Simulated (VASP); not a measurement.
# HfC (Cm) in VASP: notebook, part 2 of 2

VASP 6.6.1. Earlier steps stand in the parts before.

## 3. Single point, PBEsol

The input, INCAR:

```
PREC = Accurate
ENCUT = 520
EDIFF = 1E-6
ISMEAR = 0
SIGMA = 0.1
LREAL = False
LASPH = True
NELM = 60
ALGO = Normal
ISIF = 2
LWAVE = False
LCHARG = True
GGA = PS
LELF = True
LVHAR = True
ISYM = 0
NBANDS = 22
```

The input, KPOINTS:

```
Automatic mesh
0
Gamma
  6 6 4
  0.5 0.5 0.5
```

The input, POSCAR:

```
HfC
1.0
    3.3428660000      0.0000000000      0.0000000000
   -1.6714330000      2.8950070000      0.0000000000
    0.0000000000      0.0000000000      5.2027140000
Hf C
2 2
Direct
    0.6666666667      0.3333333333      0.7500000000
    0.3333333333      0.6666666667      0.2500000000
    0.0345422308      0.0690844616      0.0000000000
    0.0000000000      0.0000000000      0.5000000000
```

Potentials or basis: VASP PAW PBE potentials, release 64 (Hf_pv, C).

The run is started by

```sh
$ cat potpaw_PBE.64/Hf_pv/POTCAR potpaw_PBE.64/C/POTCAR > POTCAR
$ mpirun -np 1 vasp_std > vasp.out
```

OUTCAR:

```text
PREC = Accurate
   ENCUT = 520
   EDIFF = 1E-6
   ISMEAR = 0
   LREAL = False
   LASPH = True
   NELM = 60
   ISIF = 2
   GGA = PS
   ISYM = 0

 ion  position               nearest neighbor table
   1  0.667  0.333  0.750-   3 2.25   3 2.25   4 2.33   4 2.33   4 2.33   3 2.50   2 3.24   2 3.24
                             2 3.24   2 3.24   2 3.24   2 3.24
   2  0.333  0.667  0.250-   3 2.16   4 2.33   4 2.33   4 2.33   3 2.42   3 2.42   1 3.24   1 3.24
                             1 3.24   1 3.24   1 3.24   1 3.24
   3  0.035  0.069  0.000-   2 2.16   1 2.25   1 2.25   2 2.42   2 2.42   1 2.50
   4  0.000  0.000  0.500-   1 2.33   2 2.33   1 2.33   2 2.33   1 2.33   2 2.33

IMPORTANT INFORMATION: All symmetrisations will be switched off!
NOSYMM: (Re-)initialisation of all symmetry stuff for point group C_1.

----------------------------------------------------------------------------------------

                                     Primitive cell

  volume of cell :      50.3499

  direct lattice vectors                    reciprocal lattice vectors
     3.342866000  0.000000000  0.000000000     0.299144507  0.172711154  0.000000000
    -1.671433000  2.895007000  0.000000000     0.000000000  0.345422308  0.000000000
     0.000000000  0.000000000  5.202714000     0.000000000  0.000000000  0.192207375

  length of vectors
     3.342866000  3.342866106  5.202714000     0.345422319  0.345422308  0.192207375

  position of ions in fractional coordinates (direct lattice)
     0.666666667  0.333333333  0.750000000
     0.333333333  0.666666667  0.250000000
     0.034542231  0.069084462  0.000000000
     0.000000000  0.000000000  0.500000000

  ion indices of the primitive-cell ions
   primitive index   ion index
                 1           1
                 2           2
                 3           3
                 4           4

----------------------------------------------------------------------------------------

[... 83 lines left out ...]
   EFERMI =   0.00;   METHOD = LEGACY
   ISMEAR =     0;   SIGMA  =   0.10  broadening in eV -4-tet -1-fermi 0-gaus
   EFERMI_NEDOS =   21; number of points for ismear=-14 and -15
   IALGO  =     38    algorithm
   IMIX   =      4    mixing-type and parameters
     AMIX     =   0.40;   BMIX     =  1.00
     AMIX_MAG =   1.60;   BMIX_MAG =  1.00
  volume/ion in A,a.u.               =      12.59        84.94
  Fermi-wavevector in a.u.,A,eV,Ry     =   1.346257  2.544057 24.659309  1.812408
  Thomas-Fermi vector in A             =   2.474104
   LORBIT       =      0    0 simple, 1 ext, 2 COOP (PROOUT), +10 PAW based schemes
   GGA     = PS    functional components
   LHFCALC =     F    Hartree Fock is set to
   AEXX    =    0.0000 exact exchange contribution
   IVDW    =     0    specifies the selected vdW correction
   LEPSILON=     F    determine dielectric tensor
   LRPA    =     F    only Hartree local field effects (RPA)
 non-spin polarized calculation
 Gauss-broadening in eV      SIGMA  =   0.10
  energy-cutoff  :      520.00
  volume of cell :       50.35
 maximum number of plane-waves:      1367
 NGX is ok and might be reduce to    28
   NGX = 13   NGY = 13   NGZ = 19

 number of electron      28.0000002 magnetization

 Free energy of the ion-electron system (eV)
  ---------------------------------------------------
  ext. energy  EPLUGINS =         0.00000000
  ---------------------------------------------------
  free energy    TOTEN  =       -43.34363127 eV

  energy without entropy =      -43.33842360  energy(sigma->0) =      -43.34102744

 E-fermi :   6.5429     XC(G=0): -12.4071

 val. band max:        6.5319746295   @ k =   0.0000   0.0833   0.1250
 cond. band min:       6.5579625598   @ k =   0.2500  -0.4167  -0.3750
 fundamental gap:      0.0259879303
 Fermi energy:         6.5428631445

 k-point     1 :       0.0833    0.0833    0.1250
  band No.  band energies     occupation
      1     -24.2451      2.00000
      2     -23.8064      2.00000
      3     -23.7833      2.00000
      4     -23.7161      2.00000
      5     -23.6472      2.00000
      6     -23.5954      2.00000
[... 589 lines left out ...]
     21      12.4433      0.00000
     22      12.7734      0.00000

 [... further k-points ...]
[... 5 lines left out ...]
  --------------------------------------------------------------------------------------
  -------------------------------------------------------------------------------------
  Total       -1.9899296     -2.0119653     -1.4265672      0.0000055      0.5837510      0.0000022
  in kB      -63.3212913    -64.0224840    -45.3946097      0.0001745     18.5754643      0.0000692
  external PRESSURE =     -57.5794617 kB  Pullay stress =       0.0000000 kB

 VOLUME and BASIS-vectors are now :
 -----------------------------------------------------------------------------
  energy-cutoff  :      520.00
  volume of cell :       50.35
      direct lattice vectors                 reciprocal lattice vectors
     3.342866000  0.000000000  0.000000000     0.299144507  0.172711154  0.000000000
    -1.671433000  2.895007000  0.000000000     0.000000000  0.345422308  0.000000000
     0.000000000  0.000000000  5.202714000     0.000000000  0.000000000  0.192207375

 POSITION                                       TOTAL-FORCE (eV/Angst)
 -----------------------------------------------------------------------------------
      1.67143      0.96500      3.90204         0.000001      1.308972     -0.285748
     -0.00000      1.93000      1.30068         0.000001      1.729998      0.324096
      0.00000      0.20000      0.00000         0.000002     -2.395044     -0.049395
      0.00000      0.00000      2.60136        -0.000004     -0.643926      0.011047
 -----------------------------------------------------------------------------------
    total drift:                               -0.000003     -0.000010     -0.000001

  FREE ENERGIE OF THE ION-ELECTRON SYSTEM (eV)
  ---------------------------------------------------
  free  energy   TOTEN  =       -43.3436312726 eV

  energy  without entropy=      -43.3384236012  energy(sigma->0) =      -43.34102744
```

stdout:

```text
POSCAR found type information on POSCAR HfC
 POSCAR found :  2 types and       4 ions
 scaLAPACK will be used
 -----------------------------------------------------------------------------
|                                                                             |
|                                                                             |
|     You enforced a specific xc type in the INCAR file but a different       |
|     I HOPE YOU KNOW WHAT YOU ARE DOING!                                     |
|                                                                             |
 -----------------------------------------------------------------------------

 LDA part: xc-table for (Slater+PW92), standard interpolation
 POSCAR, INCAR and KPOINTS ok, starting setup
 FFT: planning ... GRIDC
 FFT: planning ... GRID_SOFT
 FFT: planning ... GRID
 WAVECAR not read
 entering main loop
```

Wall time 4.2 min (1 thread of Intel Xeon Platinum 8375C at 2.90GHz (Ice Lake), shared host); peak memory 0.34 GiB.

Results:

| Item | Value |
| --- | --- |
| Free energy | -43.3436 eV |
| Pressure | -5.8 GPa |
| Largest force | 2.396 eV/Å |
| Band gap on the k mesh | zero (bands 14 and 15 overlap by 0.11 eV) |

Forces on the atoms (eV/Å):
```
Hf   0.000  1.309 -0.286
Hf   0.000  1.730  0.324
C    0.000 -2.395 -0.049
C    0.000 -0.644  0.011
```

Caveat: the k points lie up to 0.36 Å⁻¹ apart; the PAW data sets were made with another functional, which shifts forces and pressure a little; spin-orbit coupling is left out, which moves the levels of the heavy elements.

The gap in the log of VASP goes by the Fermi energy; the results here count the filled bands.